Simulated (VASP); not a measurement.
**Zr: single point with LDA**

Zr:

```
Zr
1.0
     2.41412    0.00000    0.00000
    -1.20706    2.09069    0.00000
     0.00000    0.00000    4.33444
Zr
2
Direct
  0.33333 0.66667 0.25000
  0.66667 0.33333 0.75000
```

* Program: VASP 6.6.1
* Task: single point
* Functional: LDA
* Potentials or basis: VASP PAW LDA potentials, release 64 (Zr_sv)
* Cutoff: 520 eV
* k mesh: 18 × 18 × 10
* Occupations: fermi-dirac, width 0.1 eV
* Spin: no spin polarisation

```yaml
Pressure: 222.6 GPa
Band_gap_on_the_k_mesh: zero (band 12 reaches 21.11 eV, above the bottom of band 13 at 19.25 eV)
```

Stress tensor (GPa, compression positive):
```
223.05   0.00   0.00
  0.00 223.05   0.00
  0.00   0.00 221.66
```

Levels at points of the mesh, in eV from the Fermi level:
```
           k point  band 8  band 9  band 10  band 11  band 12  band 13  band 14  band 15  band 16  band 17
(0.00, 0.00, 0.00)  -22.94   -4.25    -4.11    -1.22     0.70     0.70     1.88     1.88     5.20     5.20
(0.50, 0.00, 0.00)  -24.25   -6.68    -5.93    -4.16     0.45     0.95     2.34     4.05    10.66    11.51
(0.00, 0.00, 0.50)  -23.23   -2.99    -2.99     0.81     0.81     0.81     0.81     1.19     1.19     8.27
(0.50, 0.00, 0.50)  -24.85   -6.20    -6.20    -4.63    -4.63     4.47     4.47     6.61     6.61    12.93
```

Run time: 30 s on 1 thread of Intel(R) Xeon(R) 6975P-C (Granite Rapids), with other jobs on the host, peak memory 0.17 GiB.
